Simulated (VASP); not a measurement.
# CuO (P4/nmm) in VASP: notebook, part 2 of 3

VASP 6.6.1. Earlier steps stand in the parts before.

## 3. Single point, PBE+U

The input, INCAR:

```
ALGO     = Normal         # electronic algorithm
EDIFF    = 1E-6           # SCF threshold, eV
ENCUT    = 520            # plane-wave cutoff, eV
GGA      = PE             # functional
ISIF     = 2              # what is computed and relaxed
ISMEAR   = -1             # smearing method
LASPH    = True           # aspherical terms in the spheres
LCHARG   = False          # write CHGCAR
LDAU     = True           # DFT+U
LDAUJ    = 0 0          
LDAUL    = 2 -1           # shell
LDAUPRINT= 1            
LDAUTYPE = 2            
LDAUU    = 4 0            # U, eV
LMAXMIX  = 4              # l up to which the mixer works
LREAL    = False          # projectors in reciprocal space
LWAVE    = False          # write WAVECAR
NBANDS   = 25             # bands
NELM     = 150            # most SCF steps
PREC     = Accurate       # precision mode
SIGMA    = 0.05           # smearing width, eV
```

The input, KPOINTS:

```
k-points
0
Gamma
  8 8 6
```

The input, POSCAR:

```
CuO
1.0
    3.1754955000      0.0000000000      0.0000000000
    0.0000000000      3.1754955000      0.0000000000
    0.0000000000      0.0000000000      4.6495318700
Cu O
2 2
Direct
    0.0000000000      0.0000000000      0.0000000000
    0.5000000000      0.5000000000      0.0000000000
    0.5000000000      0.0000000000      0.2670000000
    0.0000000000      0.5000000000      0.7330000000
```

Potentials or basis: VASP PAW PBE potentials, release 64 (Cu, O).

Started as:

```bash
cat potpaw_PBE.64/Cu/POTCAR potpaw_PBE.64/O/POTCAR > POTCAR
mpirun -np 1 vasp_std > vasp.out
```

OUTCAR:

```text
EDIFF = 1E-6
   ENCUT = 520
   GGA = PE
   ISIF = 2
   ISMEAR = -1
   LASPH = True
   LREAL = False
   NELM = 150
   PREC = Accurate

 ion  position               nearest neighbor table
   1  0.000  0.000  0.000-   3 2.02   4 2.02   4 2.02   3 2.02   2 2.25   2 2.25   2 2.25   2 2.25

   2  0.500  0.500  0.000-   3 2.02   4 2.02   3 2.02   4 2.02   1 2.25   1 2.25   1 2.25   1 2.25

   3  0.500  0.000  0.267-   1 2.02   2 2.02   2 2.02   1 2.02
   4  0.000  0.500  0.733-   1 2.02   2 2.02   1 2.02   2 2.02

  LATTYP: Found a simple tetragonal cell.
 ALAT       =     3.1754955000
 C/A-ratio  =     1.4641909806

  Lattice vectors:

 A1 = (   3.1754955000,   0.0000000000,   0.0000000000)
 A2 = (   0.0000000000,   3.1754955000,   0.0000000000)
 A3 = (   0.0000000000,   0.0000000000,   4.6495318700)

Analysis of symmetry for initial positions (statically):
=====================================================================
 Subroutine PRICEL returns:
 Original cell was already a primitive cell.

[... 239 lines left out ...]
  ext. energy  EPLUGINS =         0.00000000
  ---------------------------------------------------
  free energy    TOTEN  =       -13.50535250 eV

  energy without entropy =      -13.45886809  energy(sigma->0) =      -13.48211030

 E-fermi :   2.5915     XC(G=0): -10.6978

 val. band max:        2.5760715738   @ k =   0.5000   0.0000   0.3333
 cond. band min:       2.6094681932   @ k =   0.2500   0.1250   0.3333
 fundamental gap:      0.0333966193
 Fermi energy:         2.5915275139

 k-point     1 :       0.0000    0.0000    0.0000
  band No.  band energies     occupation
      1     -15.5421      2.00000
      2     -14.8170      2.00000
      3      -3.6906      2.00000
      4      -3.1130      2.00000
      5      -2.4858      2.00000
      6      -2.4361      2.00000
[... 661 lines left out ...]
     24      16.1301      0.00000
     25      17.5410      0.00000

 [... further k-points ...]
[... 5 lines left out ...]
  --------------------------------------------------------------------------------------
  -------------------------------------------------------------------------------------
  Total        7.1302828      7.1302828     -2.9631958      0.0000000      0.0000000      0.0000000
  in kB      243.6604858    243.6604858   -101.2601799      0.0000000      0.0000000      0.0000000
  external PRESSURE =     128.6869306 kB  Pullay stress =       0.0000000 kB

 VOLUME and BASIS-vectors are now :
 -----------------------------------------------------------------------------
  energy-cutoff  :      520.00
  volume of cell :       46.88
      direct lattice vectors                 reciprocal lattice vectors
     3.175495500  0.000000000  0.000000000     0.314911484  0.000000000  0.000000000
     0.000000000  3.175495500  0.000000000     0.000000000  0.314911484  0.000000000
     0.000000000  0.000000000  4.649531870     0.000000000  0.000000000  0.215075416

 POSITION                                       TOTAL-FORCE (eV/Angst)
 -----------------------------------------------------------------------------------
      0.00000      0.00000      0.00000         0.000000     -0.000000      0.000000
      1.58775      1.58775      0.00000         0.000000      0.000000      0.000000
      1.58775      0.00000      1.24143        -0.000000     -0.000000     -1.069060
      0.00000      1.58775      3.40811         0.000000      0.000000      1.069060
 -----------------------------------------------------------------------------------
    total drift:                                0.000000     -0.000000     -0.000000

  FREE ENERGIE OF THE ION-ELECTRON SYSTEM (eV)
  ---------------------------------------------------
  free  energy   TOTEN  =       -13.5053525046 eV

  energy  without entropy=      -13.4588680914  energy(sigma->0) =      -13.48211030
```

OSZICAR:

```text
N       E                     dE             d eps       ncg     rms          rms(c)
DAV:   1     0.311838754669E+03    0.31184E+03   -0.16725E+04  3160   0.212E+03
DAV:   2     0.233176093912E+02   -0.28852E+03   -0.26849E+03  3085   0.402E+02
DAV:   3    -0.163744029905E+02   -0.39692E+02   -0.37507E+02  3502   0.162E+02
DAV:   4    -0.179473846650E+02   -0.15730E+01   -0.15542E+01  3664   0.345E+01
DAV:   5    -0.179811704510E+02   -0.33786E-01   -0.33772E-01  3632   0.497E+00    0.164E+01
DAV:   6    -0.191270625960E+02   -0.11459E+01   -0.38144E+01  4456   0.189E+02    0.153E+01
DAV:   7    -0.134578348133E+02    0.56692E+01   -0.11071E+01  3901   0.103E+02    0.336E+00
DAV:   8    -0.135245481618E+02   -0.66713E-01   -0.13864E+00  4086   0.109E+01    0.218E+00
DAV:   9    -0.135023879372E+02    0.22160E-01   -0.79507E-02  4749   0.698E+00    0.839E-01
DAV:  10    -0.135056979183E+02   -0.33100E-02   -0.14834E-02  4214   0.201E+00    0.342E-01
DAV:  11    -0.135052234962E+02    0.47442E-03   -0.38624E-03  4712   0.208E+00    0.928E-02
DAV:  12    -0.135054294022E+02   -0.20591E-03   -0.15287E-03  4664   0.116E+00    0.751E-02
DAV:  13    -0.135053460152E+02    0.83387E-04   -0.26051E-04  3933   0.618E-01    0.769E-03
DAV:  14    -0.135053536036E+02   -0.75884E-05   -0.49450E-05  4477   0.923E-02    0.795E-03
DAV:  15    -0.135053525891E+02    0.10145E-05   -0.65717E-06  3811   0.900E-02    0.477E-03
DAV:  16    -0.135053525046E+02    0.84486E-07   -0.58094E-07  1793   0.293E-02
   1 F= -.13505353E+02 E0= -.13482110E+02  d E =-.464844E-01
```

Run time: 30 s. Hardware: 1 thread of Intel Xeon Platinum 8488C (Sapphire Rapids), shared host; peak memory 0.19 GiB.

Results:

```
Free energy            : -13.5054 eV
Pressure               : 12.9 GPa
Largest force          : 1.069 eV/Å
Band gap on the k mesh : zero (band 17 reaches 3.11 eV, above the bottom of band 18 at 1.88 eV)
```

Forces on the atoms (eV/Å):
```
Cu   0.000  0.000  0.000
Cu   0.000  0.000  0.000
O    0.000  0.000 -1.069
O    0.000  0.000  1.069
```

Levels at points of the mesh, in eV from the Fermi level:
```
           k point  band 14  band 15  band 16  band 17  band 18  band 19  band 20  band 21
(0.00, 0.00, 0.00)    -1.14    -0.99    -0.13     0.52     0.52     1.68     6.92    11.69
(0.50, 0.00, 0.00)    -2.69    -0.33    -0.33     0.03     0.03     5.80     5.80    11.15
(0.50, 0.50, 0.00)    -1.97    -1.65    -1.65    -0.71    -0.71     6.08     6.08     9.78
(0.00, 0.00, 0.50)    -0.99    -0.99    -0.66     0.32     0.32     3.27     6.12    11.67
(0.50, 0.00, 0.50)    -2.80     0.06     0.06     0.09     0.09     5.67     5.67    10.17
(0.50, 0.50, 0.50)    -2.00    -1.97    -1.97    -0.56    -0.56     7.01     7.01     9.77
```

Eigenvalues of the final occupation matrices:
```csv
site,spin,trace,eigenvalues
site 1 d,1,4.68,0.90 0.90 0.95 0.96 0.96
site 1 d,2,4.68,0.90 0.90 0.95 0.96 0.96
site 2 d,1,4.68,0.90 0.90 0.95 0.96 0.96
site 2 d,2,4.68,0.90 0.90 0.95 0.96 0.96
```

Caveat: U without spin polarisation on a metal has little footing; forces of over 1 eV/Å act on the atoms, so gaps and moduli don't describe the material at rest.

## 4. Single point, PBE+U

The input, INCAR:

```
SYSTEM = CuO
PREC = Accurate ; ENCUT = 520
EDIFF = 1E-6 ; ISMEAR = -1
SIGMA = 0.05 ; LREAL = .False.
LASPH = .True. ; NELM = 150
ALGO = Normal ; ISIF = 2
LWAVE = .False. ; LCHARG = .False.
LMAXMIX = 4 ; LDAU = .True.
LDAUTYPE = 2 ; LDAUL = 2 -1
LDAUU = 5 0 ; LDAUJ = 0 0
LDAUPRINT = 1 ; GGA = PE
NBANDS = 25
```

The input, KPOINTS:

```
regular mesh
0
Gamma
  8 8 6
  0 0 0
```

POSCAR is that of step 3.

Potentials or basis: VASP PAW PBE potentials, release 64 (Cu, O).

Started as:

```bash
cat potpaw_PBE.64/Cu/POTCAR potpaw_PBE.64/O/POTCAR > POTCAR
mpirun -np 1 vasp_std > vasp.out
```

OUTCAR:

```text
SYSTEM = CuO
   PREC = Accurate
   ENCUT = 520
   EDIFF = 1E-6
   ISMEAR = -1
   LREAL = .False.
   LASPH = .True.
   NELM = 150
   ISIF = 2
   GGA = PE

 ion  position               nearest neighbor table
   1  0.000  0.000  0.000-   3 2.02   4 2.02   4 2.02   3 2.02   2 2.25   2 2.25   2 2.25   2 2.25

   2  0.500  0.500  0.000-   3 2.02   4 2.02   3 2.02   4 2.02   1 2.25   1 2.25   1 2.25   1 2.25

   3  0.500  0.000  0.267-   1 2.02   2 2.02   2 2.02   1 2.02
   4  0.000  0.500  0.733-   1 2.02   2 2.02   1 2.02   2 2.02

  LATTYP: Found a simple tetragonal cell.
 ALAT       =     3.1754955000
 C/A-ratio  =     1.4641909806

  Lattice vectors:

 A1 = (   3.1754955000,   0.0000000000,   0.0000000000)
 A2 = (   0.0000000000,   3.1754955000,   0.0000000000)
 A3 = (   0.0000000000,   0.0000000000,   4.6495318700)

Analysis of symmetry for initial positions (statically):
=====================================================================
 Subroutine PRICEL returns:
 Original cell was already a primitive cell.

 Routine SETGRP: Setting up the symmetry group for a
 simple tetragonal supercell.

 Subroutine GETGRP returns: Found 16 space group operations
 (whereof  8 operations were pure point group operations)
 out of a pool of 16 trial point group operations.

The static configuration has the point symmetry D_2d.
 The point group associated with its full space group is D_4h.

Analysis of symmetry for dynamics (positions and initial velocities):
=====================================================================
 Subroutine PRICEL returns:
 Original cell was already a primitive cell.

[... 212 lines left out ...]
  o =  0.9092  v =  0.0000  0.0000  0.0000  0.0000  0.0000  0.0000  0.9989  0.0000  0.0476 -0.0000      0.0000  0.0000  0.0000  0.0000  0.0000  0.0000  0.0000  0.0000  0.0000  0.0000
  o =  0.9578  v =  0.0000  0.0000 -1.0000 -0.0000 -0.0000  0.0000  0.0000  0.0000  0.0000  0.0000      0.0000  0.0000  0.0000  0.0000  0.0000  0.0000  0.0000  0.0000  0.0000  0.0000
  o =  0.9578  v =  0.0000  0.0000  0.0000  0.0000  0.0000  0.0000  0.0000 -1.0000 -0.0000 -0.0000      0.0000  0.0000  0.0000  0.0000  0.0000  0.0000  0.0000  0.0000  0.0000  0.0000
  o =  0.9583  v =  1.0000  0.0000  0.0000  0.0000  0.0000  0.0000  0.0000  0.0000  0.0000  0.0000      0.0000  0.0000  0.0000  0.0000  0.0000  0.0000  0.0000  0.0000  0.0000  0.0000
  o =  0.9583  v =  0.0000  0.0000  0.0000  0.0000  0.0000  1.0000  0.0000  0.0000  0.0000  0.0000      0.0000  0.0000  0.0000  0.0000  0.0000  0.0000  0.0000  0.0000  0.0000  0.0000
  o =  0.9606  v =  0.0000  0.0000  0.0000  0.0000  1.0000  0.0000  0.0000  0.0000  0.0000  0.0000      0.0000  0.0000  0.0000  0.0000  0.0000  0.0000  0.0000  0.0000  0.0000  0.0000
  o =  0.9606  v =  0.0000  0.0000  0.0000  0.0000  0.0000  0.0000  0.0000  0.0000  0.0000  1.0000      0.0000  0.0000  0.0000  0.0000  0.0000  0.0000  0.0000  0.0000  0.0000  0.0000

 number of electron      34.0000035 magnetization

 Free energy of the ion-electron system (eV)
  ---------------------------------------------------
  ext. energy  EPLUGINS =         0.00000000
  ---------------------------------------------------
  free energy    TOTEN  =       -12.92308711 eV

  energy without entropy =      -12.87812038  energy(sigma->0) =      -12.90060374

 E-fermi :   2.4637     XC(G=0): -10.6873

 val. band max:        2.4424824295   @ k =   0.1250   0.0000   0.0000
 cond. band min:       2.4670296857   @ k =   0.1250   0.1250   0.0000
 fundamental gap:      0.0245472563
 Fermi energy:         2.4636779303

 k-point     1 :       0.0000    0.0000    0.0000
  band No.  band energies     occupation
      1     -15.5755      2.00000
      2     -14.8729      2.00000
      3      -3.8174      2.00000
      4      -3.3370      2.00000
      5      -2.7792      2.00000
      6      -2.6164      2.00000
[... 661 lines left out ...]
     24      16.0916      0.00000
     25      17.5110      0.00000

 [... further k-points ...]
[... 5 lines left out ...]
  --------------------------------------------------------------------------------------
  -------------------------------------------------------------------------------------
  Total        6.6820638      6.6820638     -3.1446425      0.0000000      0.0000000      0.0000000
  in kB      228.3436637    228.3436637   -107.4606914      0.0000000      0.0000000      0.0000000
  external PRESSURE =     116.4088787 kB  Pullay stress =       0.0000000 kB

 VOLUME and BASIS-vectors are now :
 -----------------------------------------------------------------------------
  energy-cutoff  :      520.00
  volume of cell :       46.88
      direct lattice vectors                 reciprocal lattice vectors
     3.175495500  0.000000000  0.000000000     0.314911484  0.000000000  0.000000000
     0.000000000  3.175495500  0.000000000     0.000000000  0.314911484  0.000000000
     0.000000000  0.000000000  4.649531870     0.000000000  0.000000000  0.215075416

 POSITION                                       TOTAL-FORCE (eV/Angst)
 -----------------------------------------------------------------------------------
      0.00000      0.00000      0.00000         0.000000     -0.000000      0.000000
      1.58775      1.58775      0.00000         0.000000      0.000000      0.000000
      1.58775      0.00000      1.24143         0.000000      0.000000     -1.123162
      0.00000      1.58775      3.40811         0.000000      0.000000      1.123162
 -----------------------------------------------------------------------------------
    total drift:                                0.000000     -0.000000     -0.000000

  FREE ENERGIE OF THE ION-ELECTRON SYSTEM (eV)
  ---------------------------------------------------
  free  energy   TOTEN  =       -12.9230871066 eV

  energy  without entropy=      -12.8781203810  energy(sigma->0) =      -12.90060374
```

Run time: 29 s. Hardware: 1 thread of Intel Xeon Platinum 8488C (Sapphire Rapids), shared host; peak memory 0.18 GiB.

What came out:

| Quantity | Value |
| --- | --- |
| Free energy | -12.9231 eV |
| Pressure | 11.6 GPa |
| Largest force | 1.123 eV/Å |
| Band gap on the k mesh | zero (band 17 reaches 3.00 eV, above the bottom of band 18 at 1.67 eV) |

Forces on the atoms (eV/Å):
```
Cu   0.000  0.000  0.000
Cu   0.000  0.000  0.000
O    0.000  0.000 -1.123
O    0.000  0.000  1.123
```

Stress tensor (GPa, compression positive):
```
 22.83   0.00   0.00
  0.00  22.83   0.00
  0.00   0.00 -10.75
```

Eigenvalues of the final occupation matrices:
```
    site  spin  trace               eigenvalues
site 1 d     1   4.70  0.91 0.91 0.96 0.96 0.96
site 1 d     2   4.70  0.91 0.91 0.96 0.96 0.96
site 2 d     1   4.70  0.91 0.91 0.96 0.96 0.96
site 2 d     2   4.70  0.91 0.91 0.96 0.96 0.96
```

Caveat: U without spin polarisation on a metal has little footing; forces of over 1 eV/Å act on the atoms, so gaps and moduli don't describe the material at rest.

## 5. Single point, PBE+U

The input, INCAR:

```
SYSTEM = CuO
ALGO = Normal ; EDIFF = 1E-6
ENCUT = 520 ; GGA = PE
ISIF = 2 ; ISMEAR = -1
LASPH = .TRUE. ; LCHARG = .FALSE.
LDAU = .TRUE. ; LDAUJ = 0 0
LDAUL = 2 -1 ; LDAUPRINT = 1
LDAUTYPE = 2 ; LDAUU = 6 0
LMAXMIX = 4 ; LREAL = .FALSE.
LWAVE = .FALSE. ; NBANDS = 25
NELM = 150 ; PREC = Accurate
SIGMA = 0.05
```

The input, KPOINTS:

```
k-points
0
G
  8 8 6
  0 0 0
```

POSCAR is that of step 4.

Potentials or basis: VASP PAW PBE potentials, release 64 (Cu, O).

Started as:

```bash
cat potpaw_PBE.64/Cu/POTCAR potpaw_PBE.64/O/POTCAR > POTCAR
mpirun -np 1 vasp_std > vasp.out
```

OUTCAR:

```text
SYSTEM = CuO
   EDIFF = 1E-6
   ENCUT = 520
   GGA = PE
   ISIF = 2
   ISMEAR = -1
   LASPH = .TRUE.
   LREAL = .FALSE.
   NELM = 150
   PREC = Accurate

 ion  position               nearest neighbor table
   1  0.000  0.000  0.000-   3 2.02   4 2.02   4 2.02   3 2.02   2 2.25   2 2.25   2 2.25   2 2.25

   2  0.500  0.500  0.000-   3 2.02   4 2.02   3 2.02   4 2.02   1 2.25   1 2.25   1 2.25   1 2.25

   3  0.500  0.000  0.267-   1 2.02   2 2.02   2 2.02   1 2.02
   4  0.000  0.500  0.733-   1 2.02   2 2.02   1 2.02   2 2.02

  LATTYP: Found a simple tetragonal cell.
[... 944 lines left out ...]
  --------------------------------------------------------------------------------------
  -------------------------------------------------------------------------------------
  Total        6.2321785      6.2321785     -3.3180594      0.0000000      0.0000000      0.0000000
  in kB      212.9699046    212.9699046   -113.3868005      0.0000000      0.0000000      0.0000000
  external PRESSURE =     104.1843362 kB  Pullay stress =       0.0000000 kB

 VOLUME and BASIS-vectors are now :
 -----------------------------------------------------------------------------
  energy-cutoff  :      520.00
  volume of cell :       46.88
      direct lattice vectors                 reciprocal lattice vectors
     3.175495500  0.000000000  0.000000000     0.314911484  0.000000000  0.000000000
     0.000000000  3.175495500  0.000000000     0.000000000  0.314911484  0.000000000
     0.000000000  0.000000000  4.649531870     0.000000000  0.000000000  0.215075416

 POSITION                                       TOTAL-FORCE (eV/Angst)
 -----------------------------------------------------------------------------------
      0.00000      0.00000      0.00000         0.000000     -0.000000      0.000000
      1.58775      1.58775      0.00000         0.000000      0.000000      0.000000
      1.58775      0.00000      1.24143         0.000000      0.000000     -1.174765
      0.00000      1.58775      3.40811         0.000000     -0.000000      1.174765
 -----------------------------------------------------------------------------------
    total drift:                                0.000000     -0.000000     -0.000000

  FREE ENERGIE OF THE ION-ELECTRON SYSTEM (eV)
  ---------------------------------------------------
  free  energy   TOTEN  =       -12.3717707094 eV

  energy  without entropy=      -12.3281209970  energy(sigma->0) =      -12.34994585
```

Wall time 30 s (1 thread of Intel Xeon Platinum 8488C (Sapphire Rapids), shared host); peak memory 0.18 GiB.

Results:

- Free energy: -12.3718 eV
- Pressure: 10.4 GPa
- Largest force: 1.175 eV/Å
- Band gap on the k mesh: zero (band 17 reaches 2.88 eV, above the bottom of band 18 at 1.46 eV)

Forces on the atoms (eV/Å):
```
Cu   0.000  0.000  0.000
Cu   0.000  0.000  0.000
O    0.000  0.000 -1.175
O    0.000  0.000  1.175
```

Stress tensor (GPa, compression positive):
```
 21.30   0.00   0.00
  0.00  21.30   0.00
  0.00   0.00 -11.34
```

Levels at points of the mesh, in eV from the Fermi level:
| k point | band 15 | band 16 | band 17 | band 18 | band 19 | band 20 |
| --- | --- | --- | --- | --- | --- | --- |
| (0.00, 0.00, 0.00) | -1.16 | -0.05 | 0.55 | 0.55 | 1.95 | 7.12 |
| (0.50, 0.00, 0.00) | -0.37 | -0.37 | 0.04 | 0.04 | 6.06 | 6.06 |
| (0.50, 0.50, 0.00) | -1.66 | -1.66 | -0.88 | -0.88 | 6.32 | 6.32 |
| (0.00, 0.00, 0.50) | -0.99 | -0.63 | 0.34 | 0.34 | 3.53 | 6.34 |
| (0.50, 0.00, 0.50) | 0.07 | 0.07 | 0.08 | 0.08 | 5.95 | 5.95 |
| (0.50, 0.50, 0.50) | -2.08 | -2.08 | -0.70 | -0.70 | 7.24 | 7.24 |

Eigenvalues of the final occupation matrices:
```
    site  spin  trace               eigenvalues
site 1 d     1   4.71  0.91 0.91 0.96 0.96 0.96
site 1 d     2   4.71  0.91 0.91 0.96 0.96 0.96
site 2 d     1   4.71  0.91 0.91 0.96 0.96 0.96
site 2 d     2   4.71  0.91 0.91 0.96 0.96 0.96
```

Caveat: U without spin polarisation on a metal has little footing; forces of over 1 eV/Å act on the atoms, so gaps and moduli don't describe the material at rest.

(Part 2 of 3 ends here.)
